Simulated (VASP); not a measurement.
BaOs2:

```
Ba Os
1.0
     2.92419    0.00000    0.00000
    -1.46210    2.53243    0.00000
     0.00000    0.00000    8.15209
Ba Os
1 2
Direct
  0.00000 0.00000 0.50000
  0.00000 0.00000 0.14411
  0.00000 0.00000 0.85589
```

The cell was built from a structure type or drawn by symmetry, and may not be a known phase.

* Program: VASP 6.6.1
* Task: relaxation of cell and atoms
* Functional: PBE
* Potentials or basis: VASP PAW PBE potentials, release 64 (Ba_sv, Os_sv_GW)
* Cutoff: 500 eV
* k mesh: 18 × 18 × 6
* Occupations: gaussian, width 0.1 eV
* Spin: no spin polarisation

At the start: pressure 3.4 GPa; volume 20.12 Å³/atom.

Q: Where does the relaxation end?

A: Over 11 steps the energy falls by 17.8 meV/atom and the volume is 20.96 Å³/atom (+4.2 %); space group P6/mmm (No. 191, to 0.1 Å) before and after.

Step by step:
| step | energy change (eV) | largest force (eV/Å) | pressure (GPa) | volume (Å³) |
| --- | --- | --- | --- | --- |
| 1 | 0.0000 | 0.5684 | 3.37 | 60.37 |
| 2 | -0.0183 | 0.6314 | -4.20 | 64.14 |
| 3 | -0.0317 | 0.6001 | -1.46 | 62.60 |
| 4 | -0.0453 | 0.4919 | 0.99 | 62.76 |
| 5 | -0.0494 | 0.1024 | 0.15 | 62.71 |
| 6 | -0.0496 | 0.1210 | 0.13 | 62.91 |
| 7 | -0.0532 | 0.0149 | 0.11 | 62.81 |
| 8 | -0.0532 | 0.0184 | -0.10 | 62.92 |
| 9 | -0.0533 | 0.0172 | -0.03 | 62.88 |
| 10 | -0.0533 | 0.0148 | 0.03 | 62.88 |
| 11 | -0.0533 | 0.0009 | 0.00 | 62.88 |

Final structure:
```cif
data_structure
_symmetry_space_group_name_H-M 'P 1'
_symmetry_Int_Tables_number 1
_cell_length_a 2.9459
_cell_length_b 2.9459
_cell_length_c 8.3672
_cell_angle_alpha 90.000
_cell_angle_beta 90.000
_cell_angle_gamma 120.000
_cell_volume 62.88
loop_
_atom_site_label
_atom_site_type_symbol
_atom_site_fract_x
_atom_site_fract_y
_atom_site_fract_z
_atom_site_occupancy
Ba1 Ba 0.00000 0.00000 0.50000 1
Os1 Os 0.00000 0.00000 0.13817 1
Os2 Os 0.00000 0.00000 0.86183 1
```
